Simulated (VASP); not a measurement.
Here is a VASP 6.6.1 calculation.

The input POSCAR:

```
MgH2
1.0
    4.5292848771      0.0000000000      0.0000000000
    0.0000000000      4.5292848771      0.0000000000
    0.0000000000      0.0000000000      3.0261454847
Mg H
2 4
Direct
    0.0000000000      0.0000000000      0.0000000000
    0.5000000000      0.5000000000      0.5000000000
    0.3046815063      0.3046815063      0.0000000000
    0.1953184937      0.8046815063      0.5000000000
    0.8046815063      0.1953184937      0.5000000000
    0.6953184937      0.6953184937      0.0000000000
```

File INCAR.step1:

```
ALGO = Normal
EDIFF = 1E-4
ENCUT = 520
GGA = PE
ISMEAR = 0
LASPH = T
LCHARG = F
LREAL = F
LWAVE = T
NBANDS = 13
NELM = 100
PREC = Accurate
SIGMA = 0.01
```

The input INCAR.step2:

```
ALGO = Normal
EDIFF = 1E-6
ENCUT = 520
ISIF = 2
ISMEAR = 0
ISTART = 1
LASPH = T
LCHARG = F
LMIXTAU = T
LREAL = F
LWAVE = F
METAGGA = R2SCAN
NBANDS = 13
NELM = 100
PREC = Accurate
SIGMA = 0.01
```

The input KPOINTS:

```
k-points
0
Gamma
  6 6 8
```

Potentials or basis: VASP PAW PBE potentials, release 64 (Mg, H).

Command:

```sh
$ cat potpaw_PBE.64/Mg/POTCAR potpaw_PBE.64/H/POTCAR > POTCAR
$ cp INCAR.step1 INCAR
$ mpirun -np 1 vasp_std > vasp.out
$ cp INCAR.step2 INCAR
$ mpirun -np 1 vasp_std > vasp.out
```

Q: What does it give for the band gap on the k mesh?

A: 4.40 eV, indirect (least direct gap 5.15 eV).

Q: Predict the pressure.

A: -2.0 GPa.

Forces in eV/Å, atoms in the order of the input:
```
Mg   0.000  0.000  0.000
Mg   0.000  0.000  0.000
H    0.008  0.008  0.000
H   -0.008  0.008  0.000
H    0.008 -0.008  0.000
H   -0.008 -0.008  0.000
```

Caveat: the PAW data sets were made with another functional, which shifts forces and pressure a little. A k mesh can miss the band edges.
